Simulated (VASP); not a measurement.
# W (a cell with a defect) in VASP: single point with PBEsol

Aim: the single point of W (a cell with a defect) with PBEsol.

Program: VASP 6.6.1. These are calculated values, not measurements. Logs are shortened: lines on timing, memory, paths and dates and some standing lists are left out, and cuts for length are marked.

## (1) The cell of the first run

The cell holds a defect, 15 atoms: a = 6.320 Å, b = 6.320 Å, c = 6.320 Å, α = 90.00°, β = 90.00°, γ = 90.00°.

## (2) Single point, PBEsol

The input, INCAR:

```
SYSTEM = W
PREC     = Accurate       ! precision mode
ENCUT    = 520            ! plane-wave cutoff, eV
EDIFF    = 1E-7           ! SCF threshold, eV
ISMEAR   = -1             ! smearing method
SIGMA    = 0.15           ! smearing width, eV
LREAL    = Auto         
LASPH    = .TRUE.         ! aspherical terms in the spheres
NELM     = 80             ! most SCF steps
ALGO     = Normal         ! electronic algorithm
ISIF     = 2              ! what is computed and relaxed
LWAVE    = .FALSE.        ! write WAVECAR
LCHARG   = .TRUE.         ! write CHGCAR
GGA      = PS             ! functional
LELF     = .TRUE.         ! ELF
LVHAR    = .TRUE.       
NBANDS   = 118            ! bands
```

The input, KPOINTS:

```
regular mesh
0
G
  3 3 3
  0 0 0
```

The input, POSCAR:

```
W
1.0
    6.3200000000      0.0000000000      0.0000000000
    0.0000000000      6.3200000000      0.0000000000
    0.0000000000      0.0000000000      6.3200000000
W
15
Direct
   -0.0032729157      0.0030682177      0.0009472906
    0.5008473749      0.0030612294      0.0009755374
   -0.0032344808      0.4989480303      0.0009474987
   -0.0032228402      0.0030451246      0.5050856784
    0.2488112580      0.2510075204      0.2530117509
    0.5008781065      0.4989187236      0.0009874931
    0.5008890025      0.0030874542      0.5051007534
    0.7488181812      0.2509910502      0.2530452882
   -0.0032447027      0.4989358640      0.5050611382
    0.2488080888      0.7509923285      0.2530165159
    0.2488063098      0.2509957485      0.7530039488
    0.5008464182      0.4989857181      0.5050715190
    0.7488053636      0.7509996889      0.2530226425
    0.2488186142      0.7509939374      0.7530149543
    0.7488122218      0.7510366640      0.7530284906
```

Potentials or basis: VASP PAW PBE potentials, release 64 (W_sv).

Run with:

```
> cat potpaw_PBE.64/W_sv/POTCAR > POTCAR
> mpirun -np 1 vasp_std > vasp.out
```

OUTCAR:

```text
SYSTEM = W
   PREC = Accurate
   ENCUT = 520
   EDIFF = 1E-7
   ISMEAR = -1
   LREAL = Auto
   LASPH = .TRUE.
   NELM = 80
   ISIF = 2
   GGA = PS

 ion  position               nearest neighbor table
   1  0.997  0.003  0.001-  15 2.73   8 2.73  11 2.73  13 2.74   5 2.74  14 2.74  10 2.76   4 3.13
                             2 3.13   3 3.13   3 3.19   2 3.19   4 3.19
   2  0.501  0.003  0.001-  15 2.73  11 2.73   8 2.73   5 2.74  14 2.74  13 2.74  10 2.76   6 3.13
                             7 3.13   1 3.13   1 3.19   7 3.19   6 3.19
   3  0.997  0.499  0.001-  11 2.73  15 2.73   8 2.73  14 2.74   5 2.74  13 2.74  10 2.76   1 3.13
                             9 3.13   6 3.13   6 3.19   9 3.19   1 3.19
   4  0.997  0.003  0.505-  11 2.73  15 2.73   8 2.73  14 2.74   5 2.74  13 2.74  10 2.76   1 3.13
                             7 3.13   9 3.13   9 3.19   7 3.19   1 3.19
   5  0.249  0.251  0.253-   6 2.74   2 2.74   9 2.74   3 2.74   4 2.74  12 2.74   7 2.74   1 2.74
                            10 3.16  11 3.16   8 3.16   8 3.16  11 3.16  10 3.16
   6  0.501  0.499  0.001-   8 2.73  11 2.73  15 2.73   5 2.74  13 2.74  14 2.74  10 2.76   2 3.13
                             3 3.13  12 3.13  12 3.19   3 3.19   2 3.19
   7  0.501  0.003  0.505-   8 2.73  11 2.73  15 2.73  14 2.74  13 2.74   5 2.74  10 2.76   2 3.13
                             4 3.13  12 3.13  12 3.19   4 3.19   2 3.19
   8  0.749  0.251  0.253-   7 2.73   9 2.73   6 2.73   1 2.73   4 2.73   2 2.73  12 2.73   3 2.73
                            13 3.16   5 3.16   5 3.16  13 3.16
   9  0.997  0.499  0.505-   8 2.73  11 2.73  15 2.73   5 2.74  13 2.74  14 2.74  10 2.76   3 3.13
                             4 3.13  12 3.13  12 3.19   4 3.19   3 3.19
  10  0.249  0.751  0.253-  12 2.76   2 2.76   4 2.76   9 2.76   3 2.76   6 2.76   1 2.76   7 2.76
                             5 3.16  13 3.16  14 3.16  14 3.16  13 3.16   5 3.16
  11  0.249  0.251  0.753-   7 2.73   4 2.73   9 2.73   3 2.73   2 2.73   1 2.73  12 2.73   6 2.73
                             5 3.16  14 3.16  14 3.16   5 3.16
  12  0.501  0.499  0.505-  11 2.73  15 2.73   8 2.73  14 2.74  13 2.74   5 2.74  10 2.76   7 3.13
                             9 3.13   6 3.13   6 3.19   9 3.19   7 3.19
  13  0.749  0.751  0.253-  12 2.74   6 2.74   9 2.74   1 2.74   2 2.74   4 2.74   7 2.74   3 2.74
                             8 3.16  15 3.16  10 3.16  10 3.16  15 3.16   8 3.16
  14  0.249  0.751  0.753-  12 2.74   4 2.74   3 2.74   2 2.74   9 2.74   7 2.74   1 2.74   6 2.74
                            15 3.16  11 3.16  10 3.16  10 3.16  11 3.16  15 3.16
  15  0.749  0.751  0.753-   1 2.73   7 2.73   4 2.73   2 2.73   3 2.73  12 2.73   9 2.73   6 2.73
                            14 3.16  13 3.16  13 3.16  14 3.16

  LATTYP: Found a simple cubic cell.
 ALAT       =     6.3200000000

  Lattice vectors:

 A1 = (   6.3200000000,   0.0000000000,   0.0000000000)
 A2 = (   0.0000000000,   6.3200000000,   0.0000000000)
 A3 = (   0.0000000000,   0.0000000000,   6.3200000000)

Analysis of symmetry for initial positions (statically):
=====================================================================
 Subroutine PRICEL returns:
 Original cell was already a primitive cell.

 Routine SETGRP: Setting up the symmetry group for a
 simple cubic supercell.

 Subroutine GETGRP returns: Found  1 space group operations
 (whereof  1 operations were pure point group operations)
 out of a pool of 48 trial point group operations.

The static configuration has the point symmetry C_1 .

Analysis of symmetry for dynamics (positions and initial velocities):
=====================================================================
 Subroutine PRICEL returns:
 Original cell was already a primitive cell.

 Routine SETGRP: Setting up the symmetry group for a
 simple cubic supercell.

 Subroutine GETGRP returns: Found  1 space group operations
 (whereof  1 operations were pure point group operations)
 out of a pool of 48 trial point group operations.

The dynamic configuration has the point symmetry C_1 .

 Subroutine INISYM returns: Found  1 space group operations
 (whereof  1 operations are pure point group operations),
 and found     1 'primitive' translations

----------------------------------------------------------------------------------------

                                     Primitive cell

  volume of cell :     252.4360

  direct lattice vectors                    reciprocal lattice vectors
     6.320000000  0.000000000  0.000000000     0.158227848  0.000000000  0.000000000
     0.000000000  6.320000000  0.000000000     0.000000000  0.158227848  0.000000000
     0.000000000  0.000000000  6.320000000     0.000000000  0.000000000  0.158227848
[... 69 lines left out ...]
  0.000000  0.333333  0.000000      2.000000
  0.000000  0.000000  0.333333      2.000000
  0.333333  0.333333  0.000000      2.000000
  0.000000  0.333333  0.333333      2.000000
  0.333333  0.000000  0.333333      2.000000
 -0.333333  0.333333  0.000000      2.000000
 -0.333333  0.000000  0.333333      2.000000
  0.000000 -0.333333  0.333333      2.000000
  0.333333  0.333333  0.333333      2.000000
 -0.333333  0.333333  0.333333      2.000000
 -0.333333 -0.333333  0.333333      2.000000
  0.333333 -0.333333  0.333333      2.000000
   k-points           NKPTS =     14   k-points in BZ     NKDIM =     14   number of bands    NBANDS=    118
   number of dos      NEDOS =    301   number of ions     NIONS =     15
   total plane-waves  NPLWV = 110592
   dimension x,y,z NGX =    48 NGY =   48 NGZ =   48
   dimension x,y,z NGXF=    96 NGYF=   96 NGZF=   96
   ions per type =              15
   NGX,Y,Z   is equivalent  to a cutoff of  12.63, 12.63, 12.63 a.u.
   NGXF,Y,Z  is equivalent  to a cutoff of  25.25, 25.25, 25.25 a.u.
 SYSTEM =  W
   PREC   = accura    normal or accurate (medium, high low for compatibility)
   ISTART =      0    job   : 0-new  1-cont  2-samecut
   ICHARG =      2    charge: 1-file 2-atom 10-const
   ISPIN  =      1    spin polarized calculation?
   LNONCOLLINEAR =      F non collinear calculations
   LSORBIT =      F    spin-orbit coupling
   LASPH  =      T    aspherical Exc in radial PAW
   ENCUT  =  520.0 eV  38.22 Ry    6.18 a.u.  11.75 11.75 11.75*2*pi/ulx,y,z
   NELM   =     80;   NELMIN=  2; NELMDL= -5     # of ELM steps
   EDIFF  = 0.1E-06   stopping-criterion for ELM
   LREAL  =      T    real-space projection
   EDIFFG = 0.1E-05   stopping-criterion for IOM
   NSW    =      0    number of steps for IOM
   IBRION =     -1    ionic relax: 0-MD 1-quasi-New 2-CG
   NFREE  =      0    steps in history (QN), initial steepest desc. (CG)
   ISIF   =      2    stress and relaxation
   ISYM   =      2    0-nonsym 1-usesym 2-fastsym
   POTIM  = 0.5000    time-step for ionic-motion
   TEBEG  =    0.0;   TEEND  =   0.0 temperature during run
   PSTRESS=    0.0 pullay stress
   NELECT =     210.0000    total number of electrons
   NUPDOWN=      -1.0000    fix difference up-down
   EMIN   =  10.00;   EMAX   =-10.00  energy-range for DOS
   EFERMI =   0.00;   METHOD = LEGACY
   ISMEAR =    -1;   SIGMA  =   0.15  broadening in eV -4-tet -1-fermi 0-gaus
   EFERMI_NEDOS =   21; number of points for ismear=-14 and -15
   IALGO  =     38    algorithm
   IMIX   =      4    mixing-type and parameters
     AMIX     =   0.40;   BMIX     =  1.00
     AMIX_MAG =   1.60;   BMIX_MAG =  1.00
  volume/ion in A,a.u.               =      16.83       113.57
  Fermi-wavevector in a.u.,A,eV,Ry     =   1.539681  2.909576 32.254225  2.370619
  Thomas-Fermi vector in A             =   2.645875
   LORBIT       =      0    0 simple, 1 ext, 2 COOP (PROOUT), +10 PAW based schemes
   GGA     = PS    functional components
   LHFCALC =     F    Hartree Fock is set to
   AEXX    =    0.0000 exact exchange contribution
   IVDW    =     0    specifies the selected vdW correction
   LEPSILON=     F    determine dielectric tensor
   LRPA    =     F    only Hartree local field effects (RPA)
 non-spin polarized calculation
  energy-cutoff  :      520.00
  volume of cell :      252.44
 maximum number of plane-waves:      6859
   NGX = 23   NGY = 23   NGZ = 23

 number of electron     209.9999998 magnetization

 Free energy of the ion-electron system (eV)
  ---------------------------------------------------
  ext. energy  EPLUGINS =         0.00000000
  ---------------------------------------------------
  free energy    TOTEN  =      -203.64018546 eV

  energy without entropy =     -202.91416041  energy(sigma->0) =     -203.27717293

 E-fermi :  10.0880     XC(G=0): -13.3432

 val. band max:       10.0737935720   @ k =   0.0000   0.3333   0.0000
 cond. band min:      10.1844461836   @ k =   0.3333   0.3333   0.3333
 fundamental gap:      0.1106526116
 Fermi energy:        10.0879842535

 k-point     1 :       0.0000    0.0000    0.0000
  band No.  band energies     occupation
      1     -63.7824      2.00000
      2     -63.6972      2.00000
      3     -63.6972      2.00000
      4     -63.6971      2.00000
      5     -63.6880      2.00000
      6     -63.6880      2.00000
[... 1669 lines left out ...]
    116      12.4391      0.00000
    117      12.4578      0.00000
 [bands above 117 left out]

------------------------ aborting loop because EDIFF is reached ----------------------------------------

  FORCE on cell =-STRESS in cart. coord.  units (eV):
  Direction    XX          YY          ZZ          XY          YZ          ZX
  --------------------------------------------------------------------------------------
  -------------------------------------------------------------------------------------
  Total      -12.1785809    -12.1752644    -12.1830749     -0.0011822      0.0010749      0.0001262
  in kB      -77.2958240    -77.2747752    -77.3243474     -0.0075030      0.0068220      0.0008012
  external PRESSURE =     -77.2983155 kB  Pullay stress =       0.0000000 kB

 VOLUME and BASIS-vectors are now :
 -----------------------------------------------------------------------------
  energy-cutoff  :      520.00
  volume of cell :      252.44
      direct lattice vectors                 reciprocal lattice vectors
     6.320000000  0.000000000  0.000000000     0.158227848  0.000000000  0.000000000
     0.000000000  6.320000000  0.000000000     0.000000000  0.158227848  0.000000000
     0.000000000  0.000000000  6.320000000     0.000000000  0.000000000  0.158227848

 POSITION                                       TOTAL-FORCE (eV/Angst)
 -----------------------------------------------------------------------------------
      6.29932      0.01939      0.00599        -0.004919      0.006212     -0.005928
      3.16536      0.01935      0.00617         0.008601      0.006638     -0.006355
      6.29956      3.15335      0.00599        -0.008517     -0.008170     -0.005983
      6.29963      0.01925      3.19214        -0.009372      0.008745      0.006451
      1.57249      1.58637      1.59903        -0.000276     -0.001046      0.000310
      3.16555      3.15317      0.00624         0.006807     -0.004184     -0.010144
      3.16562      0.01951      3.19224         0.006050      0.006254      0.005996
      4.73253      1.58626      1.59925        -0.000626      0.001264     -0.001705
      6.29949      3.15327      3.19199        -0.008142     -0.005504      0.009371
      1.57247      4.74627      1.59906        -0.000169      0.001644     -0.000648
      1.57246      1.58629      4.75898         0.000364      0.000952      0.001353
      3.16535      3.15359      3.19205         0.010568     -0.010607      0.007248
      4.73245      4.74632      1.59910         0.000420      0.000244     -0.000111
      1.57253      4.74628      4.75905        -0.000546      0.000540      0.000834
      4.73249      4.74655      4.75914        -0.000244     -0.002984     -0.000690
 -----------------------------------------------------------------------------------
    total drift:                                0.000840     -0.002480     -0.005144

  FREE ENERGIE OF THE ION-ELECTRON SYSTEM (eV)
  ---------------------------------------------------
  free  energy   TOTEN  =      -203.6401854648 eV

  energy  without entropy=     -202.9141604051  energy(sigma->0) =     -203.27717293
```

It took 24 min on 1 thread of Intel Xeon 8259CL, shared host; peak memory 0.47 GiB.

Results:

```
Free energy            : -203.6402 eV
Pressure               : -7.7 GPa
Largest force          : 0.017 eV/Å
Band gap on the k mesh : zero (bands 105 and 106 overlap by 0.01 eV)
```

Forces on the atoms (eV/Å):
```
W   -0.005  0.006 -0.006
W    0.009  0.007 -0.006
W   -0.009 -0.008 -0.006
W   -0.009  0.009  0.006
W    0.000 -0.001  0.000
W    0.007 -0.004 -0.010
W    0.006  0.006  0.006
W   -0.001  0.001 -0.002
W   -0.008 -0.006  0.009
W    0.000  0.002 -0.001
W    0.000  0.001  0.001
W    0.011 -0.011  0.007
W    0.000  0.000  0.000
W   -0.001  0.001  0.001
W    0.000 -0.003 -0.001
```

Levels at points of the mesh, in eV from the Fermi level:
```
           k point  band 101  band 102  band 103  band 104  band 105  band 106  band 107  band 108  band 109  band 110
(0.00, 0.00, 0.00)     -0.18     -0.18     -0.06     -0.06     -0.06      1.03      1.03      1.03      1.11      1.11
```

Caveat: the PAW data sets were made with another functional, which shifts forces and pressure a little; spin-orbit coupling is left out, which moves the levels of the heavy elements.

The gap in the log of VASP goes by the Fermi energy; the results here count the filled bands.